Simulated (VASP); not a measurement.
# TiSi2 (Immm) in VASP: a series of runs

The runs below take TiSi2 through single point, with PBEsol, LDA.

All numbers are computed with VASP 6.6.1; they aren't measurements. Logs are shortened: lines on timing, memory, paths and dates and some standing lists are left out, and cuts for length are marked.

## Step 1: The cell of the first run

Symmetry: Immm, No. 71, orthorhombic system. Conventional cell: a = 2.906 Å, b = 3.378 Å, c = 8.310 Å, α = 90.00°, β = 90.00°, γ = 90.00°. Within 3.5 Å of Ti (site symmetry mmm) lie 10 Si at 2.64 to 2.74 Å and 4 Ti at 2.91 to 3.38 Å. Within 3.4 Å of Si (site symmetry mm2) lie 9 Si at 2.59 to 3.38 Å and 5 Ti at 2.64 to 2.74 Å.

## Step 2: Single point, PBEsol (volume scaled by 0.96)

INCAR reads:

```
ALGO = Normal ; EDIFF = 1E-6
ENCUT = 520 ; GGA = PS
ISIF = 2 ; ISMEAR = -1
LASPH = True ; LCHARG = False
LREAL = False ; LWAVE = False
NBANDS = 17 ; NELM = 60
PREC = Accurate ; SIGMA = 0.05
```

KPOINTS reads:

```
k-points
0
Gamma
  12 12 12
```

POSCAR reads:

```
TiSi2
1.0
   -1.4529658841      1.6889902715      4.1551559811
    1.4529658841     -1.6889902715      4.1551559811
    1.4529658841      1.6889902715     -4.1551559811
Ti Si
1 2
Direct
    0.0000000000      0.0000000000      0.0000000000
    0.6700780000      0.6700780000      0.0000000000
    0.3299220000      0.3299220000      0.0000000000
```

Potentials or basis: VASP PAW PBE potentials, release 64 (Ti_sv, Si).

Started as:

```console
> cat potpaw_PBE.64/Ti_sv/POTCAR potpaw_PBE.64/Si/POTCAR > POTCAR
> mpirun -np 1 vasp_std > vasp.out
```

OUTCAR:

```text
EDIFF = 1E-6
   ENCUT = 520
   GGA = PS
   ISIF = 2
   ISMEAR = -1
   LASPH = True
   LREAL = False
   NELM = 60
   PREC = Accurate

 ion  position               nearest neighbor table
   1  0.000  0.000  0.000-   2 2.64   2 2.64   2 2.64   3 2.64   2 2.64   3 2.64   3 2.64   3 2.64
                             2 2.74   3 2.74
   2  0.670  0.670  0.000-   3 2.59   3 2.59   3 2.59   3 2.59   1 2.64   1 2.64   1 2.64   1 2.64
                             1 2.74   3 2.83
   3  0.330  0.330  0.000-   2 2.59   2 2.59   2 2.59   2 2.59   1 2.64   1 2.64   1 2.64   1 2.64
                             1 2.74   2 2.83

  LATTYP: Found a body centered orthorhombic cell.
 ALAT       =     2.9059317682
 B/A-ratio  =     1.1624431723
 C/A-ratio  =     2.8597753234

  Lattice vectors:

 A1 = (  -1.4529658841,   1.6889902715,   4.1551559811)
 A2 = (   1.4529658841,  -1.6889902715,   4.1551559811)
 A3 = (   1.4529658841,   1.6889902715,  -4.1551559811)

Analysis of symmetry for initial positions (statically):
=====================================================================
 Subroutine PRICEL returns:
 Original cell was already a primitive cell.

 Routine SETGRP: Setting up the symmetry group for a
 body centered orthorhombic supercell.

 Subroutine GETGRP returns: Found  8 space group operations
 (whereof  8 operations were pure point group operations)
 out of a pool of  8 trial point group operations.

The static configuration has the point symmetry D_2h.

Analysis of symmetry for dynamics (positions and initial velocities):
=====================================================================
 Subroutine PRICEL returns:
 Original cell was already a primitive cell.

 Routine SETGRP: Setting up the symmetry group for a
 body centered orthorhombic supercell.

 Subroutine GETGRP returns: Found  8 space group operations
 (whereof  8 operations were pure point group operations)
 out of a pool of  8 trial point group operations.

The dynamic configuration has the point symmetry D_2h.

 Subroutine INISYM returns: Found  8 space group operations
 (whereof  8 operations are pure point group operations),
 and found     1 'primitive' translations

----------------------------------------------------------------------------------------

                                     Primitive cell

  volume of cell :      40.7878

  direct lattice vectors                    reciprocal lattice vectors
    -1.452965884  1.688990272  4.155155981     0.000000000  0.296034861  0.120332426
     1.452965884 -1.688990272  4.155155981     0.344123703  0.000000000  0.120332426
     1.452965884  1.688990272 -4.155155981     0.344123703  0.296034861  0.000000000

  length of vectors
     4.714776689  4.714776689  4.714776689     0.319556774  0.364555916  0.453935856

  position of ions in fractional coordinates (direct lattice)
     0.000000000  0.000000000  0.000000000
     0.670078000  0.670078000  0.000000000
     0.329922000  0.329922000  0.000000000

  ion indices of the primitive-cell ions
   primitive index   ion index
                 1           1
                 2           2
                 3           3

----------------------------------------------------------------------------------------

 KPOINTS: k-points

Automatic generation of k-mesh.
 Grid dimensions read from file:
 generate k-points for:   12   12   12

 Generating k-lattice:

  Cartesian coordinates                     Fractional coordinates (reciprocal lattice)
     0.000000000  0.024669572  0.010027702     0.083333333  0.000000000 -0.000000000
     0.028676975  0.000000000  0.010027702     0.000000000  0.083333333 -0.000000000
     0.028676975  0.024669572  0.000000000     0.000000000  0.000000000  0.083333333

  Length of vectors
     0.026629731  0.030379660  0.037827988

  Shift w.r.t. Gamma in fractional coordinates (k-lattice)
     0.000000000  0.000000000  0.000000000

 Subroutine IBZKPT returns following result:
 ===========================================

 Found    280 irreducible k-points:

 Following reciprocal coordinates:
            Coordinates               Weight
  0.000000  0.000000  0.000000      1.000000
  0.083333 -0.000000  0.000000      4.000000
  0.166667 -0.000000  0.000000      4.000000
  0.250000 -0.000000  0.000000      4.000000
  0.333333 -0.000000  0.000000      4.000000
  0.416667 -0.000000  0.000000      4.000000
[... 16 lines left out ...]
  0.250000  0.166667  0.000000      8.000000
  0.333333  0.166667  0.000000      8.000000
 [... further k-points ...]
   k-points           NKPTS =    280   k-points in BZ     NKDIM =    280   number of bands    NBANDS=     17
   number of dos      NEDOS =    301   number of ions     NIONS =      3
   total plane-waves  NPLWV =  46656
   dimension x,y,z NGX =    36 NGY =   36 NGZ =   36
   dimension x,y,z NGXF=    72 NGYF=   72 NGZF=   72
   ions per type =               1   2
   NGX,Y,Z   is equivalent  to a cutoff of  12.69, 12.69, 12.69 a.u.
   NGXF,Y,Z  is equivalent  to a cutoff of  25.39, 25.39, 25.39 a.u.
 SYSTEM =  unknown system
   PREC   = accura    normal or accurate (medium, high low for compatibility)
   ISTART =      0    job   : 0-new  1-cont  2-samecut
   ICHARG =      2    charge: 1-file 2-atom 10-const
   ISPIN  =      1    spin polarized calculation?
   LNONCOLLINEAR =      F non collinear calculations
   LSORBIT =      F    spin-orbit coupling
   LASPH  =      T    aspherical Exc in radial PAW
   ENCUT  =  520.0 eV  38.22 Ry    6.18 a.u.   8.77  8.77  8.77*2*pi/ulx,y,z
   NELM   =     60;   NELMIN=  2; NELMDL= -5     # of ELM steps
   EDIFF  = 0.1E-05   stopping-criterion for ELM
   LREAL  =      F    real-space projection
   EDIFFG = 0.1E-04   stopping-criterion for IOM
   NSW    =      0    number of steps for IOM
   IBRION =     -1    ionic relax: 0-MD 1-quasi-New 2-CG
   NFREE  =      0    steps in history (QN), initial steepest desc. (CG)
   ISIF   =      2    stress and relaxation
   ISYM   =      2    0-nonsym 1-usesym 2-fastsym
   POTIM  = 0.5000    time-step for ionic-motion
   TEBEG  =    0.0;   TEEND  =   0.0 temperature during run
   PSTRESS=    0.0 pullay stress
   NELECT =      20.0000    total number of electrons
   NUPDOWN=      -1.0000    fix difference up-down
   EMIN   =  10.00;   EMAX   =-10.00  energy-range for DOS
   EFERMI =   0.00;   METHOD = LEGACY
   ISMEAR =    -1;   SIGMA  =   0.05  broadening in eV -4-tet -1-fermi 0-gaus
   EFERMI_NEDOS =   21; number of points for ismear=-14 and -15
   IALGO  =     38    algorithm
   IMIX   =      4    mixing-type and parameters
     AMIX     =   0.40;   BMIX     =  1.00
     AMIX_MAG =   1.60;   BMIX_MAG =  1.00
  volume/ion in A,a.u.               =      13.60        91.75
  Fermi-wavevector in a.u.,A,eV,Ry     =   1.290946  2.439535 22.674688  1.666543
  Thomas-Fermi vector in A             =   2.422747
   LORBIT       =      0    0 simple, 1 ext, 2 COOP (PROOUT), +10 PAW based schemes
   GGA     = PS    functional components
   LHFCALC =     F    Hartree Fock is set to
   AEXX    =    0.0000 exact exchange contribution
   IVDW    =     0    specifies the selected vdW correction
   LEPSILON=     F    determine dielectric tensor
   LRPA    =     F    only Hartree local field effects (RPA)
 non-spin polarized calculation
  energy-cutoff  :      520.00
  volume of cell :       40.79
 maximum number of plane-waves:      1125
   NGX = 17   NGY = 17   NGZ = 17

 number of electron      20.0000001 magnetization

 Free energy of the ion-electron system (eV)
  ---------------------------------------------------
  ext. energy  EPLUGINS =         0.00000000
  ---------------------------------------------------
  free energy    TOTEN  =       -21.34048911 eV

  energy without entropy =      -21.32987401  energy(sigma->0) =      -21.33518156

 E-fermi :  10.4144     XC(G=0): -11.9608

 val. band max:       10.4097626939   @ k =   0.5000   0.5000   0.3333
 cond. band min:      10.4185232665   @ k =  -0.2500  -0.4167   0.0833
 fundamental gap:      0.0087605726
 Fermi energy:        10.4143565720

 k-point     1 :       0.0000    0.0000    0.0000
  band No.  band energies     occupation
      1     -45.4775      2.00000
      2     -21.9271      2.00000
      3     -21.8986      2.00000
      4     -21.6245      2.00000
      5      -2.4063      2.00000
      6       5.5098      2.00000
[... 9 lines left out ...]
     16      16.1694      0.00000
     17      16.3654      0.00000

 k-point     2 :       0.0833   -0.0000    0.0000
  band No.  band energies     occupation
      1     -45.4770      2.00000
      2     -21.9265      2.00000
      3     -21.9063      2.00000
      4     -21.6239      2.00000
      5      -2.3010      2.00000
      6       5.2923      2.00000
[... 9 lines left out ...]
     16      16.0719      0.00000
     17      16.5084      0.00000

 k-point     3 :       0.1667   -0.0000    0.0000
  band No.  band energies     occupation
      1     -45.4755      2.00000
      2     -21.9277      2.00000
      3     -21.9246      2.00000
      4     -21.6224      2.00000
      5      -1.9888      2.00000
      6       4.8090      2.00000
[... 9 lines left out ...]
     16      16.3880      0.00000
     17      16.9283      0.00000

 k-point     4 :       0.2500   -0.0000    0.0000
  band No.  band energies     occupation
      1     -45.4735      2.00000
      2     -21.9564      2.00000
      3     -21.9225      2.00000
      4     -21.6204      2.00000
      5      -1.4814      2.00000
      6       4.0722      2.00000
[... 9 lines left out ...]
     16      17.3142      0.00000
     17      18.2583      0.00000
[... 343 lines left out ...]
      1     -45.4644      2.00000
      2     -21.9161      2.00000
      3     -21.9136      2.00000
      4     -21.7228      2.00000
      5      -1.3595      2.00000
      6       4.3550      2.00000
[... 9 lines left out ...]
     16      16.2346      0.00000
     17      17.1943      0.00000

 k-point    23 :       0.2500    0.1667    0.0000
  band No.  band energies     occupation
      1     -45.4625      2.00000
      2     -21.9433      2.00000
      3     -21.9120      2.00000
      4     -21.7201      2.00000
      5      -0.8301      2.00000
      6       3.8959      2.00000
[... 9 lines left out ...]
     16      16.3302      0.00000
     17      18.4256      0.00000

 k-point    24 :       0.3333    0.1667    0.0000
  band No.  band energies     occupation
      1     -45.4605      2.00000
      2     -21.9709      2.00000
      3     -21.9094      2.00000
      4     -21.7174      2.00000
      5      -0.1406      2.00000
      6       3.1850      2.00000
[... 9 lines left out ...]
     16      15.9405      0.00000
     17      18.5004      0.00000

 [... further k-points ...]

------------------------ aborting loop because EDIFF is reached ----------------------------------------

  FORCE on cell =-STRESS in cart. coord.  units (eV):
  Direction    XX          YY          ZZ          XY          YZ          ZX
  --------------------------------------------------------------------------------------
  -------------------------------------------------------------------------------------
  Total        0.6893687      0.6559429      0.5174131     -0.0000000      0.0000000      0.0000000
  in kB       27.0789784     25.7659830     20.3244169     -0.0000000      0.0000000      0.0000000
  external PRESSURE =      24.3897927 kB  Pullay stress =       0.0000000 kB

 VOLUME and BASIS-vectors are now :
 -----------------------------------------------------------------------------
  energy-cutoff  :      520.00
  volume of cell :       40.79
      direct lattice vectors                 reciprocal lattice vectors
    -1.452965884  1.688990272  4.155155981     0.000000000  0.296034861  0.120332426
     1.452965884 -1.688990272  4.155155981     0.344123703  0.000000000  0.120332426
     1.452965884  1.688990272 -4.155155981     0.344123703  0.296034861  0.000000000

 POSITION                                       TOTAL-FORCE (eV/Angst)
 -----------------------------------------------------------------------------------
      0.00000      0.00000      0.00000         0.000000     -0.000000      0.000000
      0.00000      0.00000      5.56856         0.000000     -0.000000     -0.040152
      0.00000      0.00000      2.74175        -0.000000      0.000000      0.040152
 -----------------------------------------------------------------------------------
    total drift:                               -0.000000      0.000000     -0.000000

  FREE ENERGIE OF THE ION-ELECTRON SYSTEM (eV)
  ---------------------------------------------------
  free  energy   TOTEN  =       -21.3404891126 eV

  energy  without entropy=      -21.3298740071  energy(sigma->0) =      -21.33518156
```

Run time: 3 min. Hardware: 1 thread of AMD EPYC 9R45 (Zen 5), shared host; peak memory 0.31 GiB.

What came out:

| Item | Value |
| --- | --- |
| Free energy | -21.3405 eV |
| Pressure | 2.4 GPa |
| Largest force | 0.040 eV/Å |
| Band gap on the k mesh | zero (band 10 reaches 11.82 eV, above the bottom of band 11 at 9.37 eV) |

Forces on the atoms (eV/Å):
```
Ti   0.000  0.000  0.000
Si   0.000  0.000 -0.040
Si   0.000  0.000  0.040
```

Stress tensor (GPa, compression positive):
```
2.71 0.00 0.00
0.00 2.58 0.00
0.00 0.00 2.03
```

Levels at points of the mesh, in eV from the Fermi level:
| k point | band 6 | band 7 | band 8 | band 9 | band 10 | band 11 | band 12 | band 13 | band 14 | band 15 |
| --- | --- | --- | --- | --- | --- | --- | --- | --- | --- | --- |
| (0.00, 0.00, 0.00) | -4.90 | -4.08 | -2.21 | -0.68 | 0.81 | 2.12 | 2.53 | 3.29 | 3.99 | 4.29 |
| (0.50, 0.00, 0.00) | -9.30 | -4.41 | -3.81 | -0.72 | 1.00 | 2.13 | 2.72 | 3.74 | 4.16 | 5.72 |
| (0.00, 0.50, 0.00) | -8.29 | -3.65 | -3.45 | -0.98 | -0.48 | 0.99 | 2.89 | 3.58 | 4.20 | 4.55 |
| (0.50, 0.50, 0.00) | -5.48 | -5.19 | -4.60 | -2.98 | -1.38 | -0.62 | 2.93 | 3.08 | 3.26 | 3.73 |
| (0.50, 0.50, 0.50) | -8.99 | -1.36 | -1.29 | -0.40 | 0.47 | 2.07 | 2.59 | 2.61 | 3.89 | 4.08 |

Caveat: the PAW data sets were made with another functional, which shifts forces and pressure a little.

## Step 3: Single point, LDA (volume scaled by 1.02)

INCAR reads:

```
PREC = Accurate ; ENCUT = 520
EDIFF = 1E-7 ; ISMEAR = -1
SIGMA = 0.05 ; LREAL = F
LASPH = T ; NELM = 100
ALGO = Normal ; ISIF = 2
LWAVE = F ; LCHARG = F
NBANDS = 17
```

KPOINTS reads:

```
regular mesh
0
Gamma
  12 12 12
```

POSCAR reads:

```
TiSi2
1.0
   -1.4826264035      1.7234689397      4.2399784024
    1.4826264035     -1.7234689397      4.2399784024
    1.4826264035      1.7234689397     -4.2399784024
Ti Si
1 2
Direct
    0.0000000000      0.0000000000      0.0000000000
    0.6700780000      0.6700780000      0.0000000000
    0.3299220000      0.3299220000      0.0000000000
```

Potentials or basis: VASP PAW LDA potentials, release 64 (Ti_sv, Si).

Started as:

```console
> cat potpaw_LDA.64/Ti_sv/POTCAR potpaw_LDA.64/Si/POTCAR > POTCAR
> mpirun -np 1 vasp_std > vasp.out
```

OUTCAR:

```text
PREC = Accurate
   ENCUT = 520
   EDIFF = 1E-7
   ISMEAR = -1
   LREAL = F
   LASPH = T
   NELM = 100
   ISIF = 2

 ion  position               nearest neighbor table
   1  0.000  0.000  0.000-   2 2.69   2 2.69   2 2.69   3 2.69   2 2.69   3 2.69   3 2.69   3 2.69
                             2 2.80   3 2.80
   2  0.670  0.670  0.000-   3 2.65   3 2.65   3 2.65   3 2.65   1 2.69   1 2.69   1 2.69   1 2.69
                             1 2.80   3 2.88
   3  0.330  0.330  0.000-   2 2.65   2 2.65   2 2.65   2 2.65   1 2.69   1 2.69   1 2.69   1 2.69
                             1 2.80   2 2.88

  LATTYP: Found a body centered orthorhombic cell.
 ALAT       =     2.9652528070
 B/A-ratio  =     1.1624431722
 C/A-ratio  =     2.8597753233

  Lattice vectors:

 A1 = (  -1.4826264035,   1.7234689397,   4.2399784024)
 A2 = (   1.4826264035,  -1.7234689397,   4.2399784024)
 A3 = (   1.4826264035,   1.7234689397,  -4.2399784024)

Analysis of symmetry for initial positions (statically):
=====================================================================
 Subroutine PRICEL returns:
 Original cell was already a primitive cell.

[... 173 lines left out ...]
 cond. band min:       9.6380887698   @ k =  -0.4167   0.4167   0.3333
 fundamental gap:      0.0102349087
 Fermi energy:         9.6363499865

 k-point     1 :       0.0000    0.0000    0.0000
  band No.  band energies     occupation
      1     -45.9869      2.00000
      2     -22.7008      2.00000
      3     -22.6770      2.00000
      4     -22.4314      2.00000
      5      -2.7126      2.00000
      6       5.0307      2.00000
[... 457 lines left out ...]
      4     -22.5081      2.00000
      5      -0.5603      2.00000
      6       2.6038      2.00000
[... 9 lines left out ...]
     16      14.6858      0.00000
     17      17.2590      0.00000

 [... further k-points ...]

------------------------ aborting loop because EDIFF is reached ----------------------------------------

  FORCE on cell =-STRESS in cart. coord.  units (eV):
  Direction    XX          YY          ZZ          XY          YZ          ZX
  --------------------------------------------------------------------------------------
  -------------------------------------------------------------------------------------
  Total       -2.1334427     -2.4351699     -2.5777422      0.0000000      0.0000000      0.0000000
  in kB      -78.8737963    -90.0287103    -95.2996333      0.0000000      0.0000000      0.0000000
  external PRESSURE =     -88.0673800 kB  Pullay stress =       0.0000000 kB

 VOLUME and BASIS-vectors are now :
 -----------------------------------------------------------------------------
  energy-cutoff  :      520.00
  volume of cell :       43.34
      direct lattice vectors                 reciprocal lattice vectors
    -1.482626404  1.723468940  4.239978402     0.000000000  0.290112568  0.117925129
     1.482626404 -1.723468940  4.239978402     0.337239374  0.000000000  0.117925129
     1.482626404  1.723468940 -4.239978402     0.337239374  0.290112568  0.000000000

 POSITION                                       TOTAL-FORCE (eV/Angst)
 -----------------------------------------------------------------------------------
      0.00000      0.00000      0.00000         0.000000      0.000000      0.000000
      0.00000      0.00000      5.68223         0.000000     -0.000000     -0.124564
      0.00000      0.00000      2.79772        -0.000000      0.000000      0.124564
 -----------------------------------------------------------------------------------
    total drift:                               -0.000000      0.000000     -0.000000

  FREE ENERGIE OF THE ION-ELECTRON SYSTEM (eV)
  ---------------------------------------------------
  free  energy   TOTEN  =       -21.8754791148 eV

  energy  without entropy=      -21.8637839861  energy(sigma->0) =      -21.86963155
```

stdout:

```text
POSCAR found type information on POSCAR TiSi
 POSCAR found :  2 types and       3 ions
 scaLAPACK will be used
 LDA part: xc-table for (Slater(with rela. corr.)+CA(PZ))
 , standard interpolation
 POSCAR, INCAR and KPOINTS ok, starting setup
 FFT: planning ... GRIDC
 FFT: planning ... GRID_SOFT
 FFT: planning ... GRID
 WAVECAR not read
 entering main loop
```

It took 3.1 min on 1 thread of AMD EPYC 9R45 (Zen 5), shared host; peak memory 0.29 GiB.

What came out:

```yaml
Free_energy: -21.8755 eV
Pressure: -8.8 GPa
Largest_force: 0.125 eV/Å
Band_gap_on_the_k_mesh: zero (band 10 reaches 10.91 eV, above the bottom of band 11 at 8.68 eV)
```

Forces on the atoms (eV/Å):
```
Ti   0.000  0.000  0.000
Si   0.000  0.000 -0.125
Si   0.000  0.000  0.125
```

Stress tensor (GPa, compression positive):
```
-7.89  0.00  0.00
 0.00 -9.00  0.00
 0.00  0.00 -9.53
```

(Continued in part 2 of 2.)
